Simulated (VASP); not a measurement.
Write the native input for VASP 6.6.1 that does the following.

* Task: single point
* Functional: r2SCAN
* Potentials or basis: VASP PAW PBE potentials, release 64 (Ru_pv, Al)
* Cutoff: 520 eV
* k mesh: 10 × 10 × 10
* Occupations: gaussian, width 0.1 eV
* Spin: no spin polarisation
* Dipole correction: no
* Further INCAR settings: ALGO = Normal; EDIFF = 1e-06; NBANDS = 16

Crystal: AlRu.

```
Ru Al
1.0
     2.99160    0.00000    0.00000
     0.00000    2.99160    0.00000
     0.00000    0.00000    2.99160
Ru Al
1 1
Direct
  0.50000 0.50000 0.50000
  0.00000 0.00000 0.00000
```

The input as run:

POSCAR

```
AlRu
1.0
    2.9916000000      0.0000000000      0.0000000000
    0.0000000000      2.9916000000      0.0000000000
    0.0000000000      0.0000000000      2.9916000000
Ru Al
1 1
Direct
    0.5000000000      0.5000000000      0.5000000000
    0.0000000000      0.0000000000      0.0000000000
```

INCAR.step1

```
  PREC = Accurate
  ENCUT = 520
  ISMEAR = 0
  SIGMA = 0.1
  LREAL = F
  LASPH = T
  NELM = 60
  NBANDS = 16
  GGA = PE
  ALGO = Normal
  EDIFF = 1E-4
  LWAVE = T
  LCHARG = F
```

INCAR.step2

```
  PREC = Accurate
  ENCUT = 520
  EDIFF = 1E-6
  ISMEAR = 0
  SIGMA = 0.1
  LREAL = F
  LASPH = T
  NELM = 60
  ALGO = Normal
  ISIF = 2
  LWAVE = F
  LCHARG = T
  METAGGA = R2SCAN
  LMIXTAU = T
  LELF = T
  LVHAR = T
  NBANDS = 16
  ISTART = 1
```

KPOINTS

```
Automatic mesh
0
Gamma
  10 10 10
```

Potentials or basis: VASP PAW PBE potentials, release 64 (Ru_pv, Al).

Launch:

```console
$ cat potpaw_PBE.64/Ru_pv/POTCAR potpaw_PBE.64/Al/POTCAR > POTCAR
$ cp INCAR.step1 INCAR
$ mpirun -np 1 vasp_std > vasp.out
$ cp INCAR.step2 INCAR
$ mpirun -np 1 vasp_std > vasp.out
```

It gave:

```
Pressure               : -1.9 GPa
Band gap on the k mesh : zero (an odd number of electrons rules out a gap without spin polarisation)
```

Caveat: the PAW data sets were made with another functional, which shifts forces and pressure a little.

It took 27 s on 1 thread of Intel(R) Xeon(R) 6975P-C (Granite Rapids) (shared host), peak memory 0.15 GiB.
